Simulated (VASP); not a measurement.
Crystal: GaSb.

```xyz
2
Lattice="0.0000 3.0590 3.0590 3.0590 0.0000 3.0590 3.0590 3.0590 0.0000" Properties=species:S:1:pos:R:3 pbc="T T T"
Sb    4.5885    4.5885    4.5885
Ga    0.0000    0.0000    0.0000
```

```yaml
Program: VASP 6.6.1
Task: relaxation of cell and atoms
Functional: RPBE
Potentials_or_basis: VASP PAW PBE potentials, release 64 (Sb, Ga_d)
Cutoff: 600 eV
k_mesh: 8 × 8 × 8
Occupations: fermi-dirac, width 0.05 eV
Spin: no spin polarisation
```

At the start: pressure 4.0 GPa; volume 28.62 Å³/atom.

Task: Where does the relaxation end?

Result: Over 11 steps the energy falls by 27.9 meV/atom and the volume is 31.03 Å³/atom (+8.4 %); space group F-43m (No. 216, to 0.05 Å).

The path:
| step | energy change (eV) | largest force (eV/Å) | pressure (GPa) | volume (Å³) |
| --- | --- | --- | --- | --- |
| 1 | 0.0000 | 0.0000 | 3.95 | 57.25 |
| 2 | -0.0532 | 0.0000 | -0.68 | 63.30 |
| 3 | -0.0559 | 0.0000 | -0.07 | 62.13 |
| 4 | -0.0559 | 0.0000 | 0.11 | 62.03 |
| 5 | -0.0559 | 0.0000 | 0.03 | 62.04 |
| 6 | -0.0559 | 0.0000 | 0.06 | 62.04 |
| 7 | -0.0559 | 0.0000 | 0.05 | 62.04 |
| 8 | -0.0559 | 0.0000 | 0.06 | 62.04 |
| 9 | -0.0559 | 0.0000 | 0.06 | 62.04 |
| 10 | -0.0559 | 0.0000 | 0.06 | 62.05 |
| 11 | -0.0559 | 0.0000 | 0.01 | 62.06 |

Final structure:
```cif
data_structure
_symmetry_space_group_name_H-M 'P 1'
_symmetry_Int_Tables_number 1
_cell_length_a 4.4439
_cell_length_b 4.4439
_cell_length_c 4.4439
_cell_angle_alpha 60.000
_cell_angle_beta 60.000
_cell_angle_gamma 60.000
_cell_volume 62.06
loop_
_atom_site_label
_atom_site_type_symbol
_atom_site_fract_x
_atom_site_fract_y
_atom_site_fract_z
_atom_site_occupancy
Sb1 Sb 0.75000 0.75000 0.75000 1
Ga1 Ga 0.00000 0.00000 0.00000 1
```

Caveat: the PAW data sets were made with another functional, which shifts forces and pressure a little.
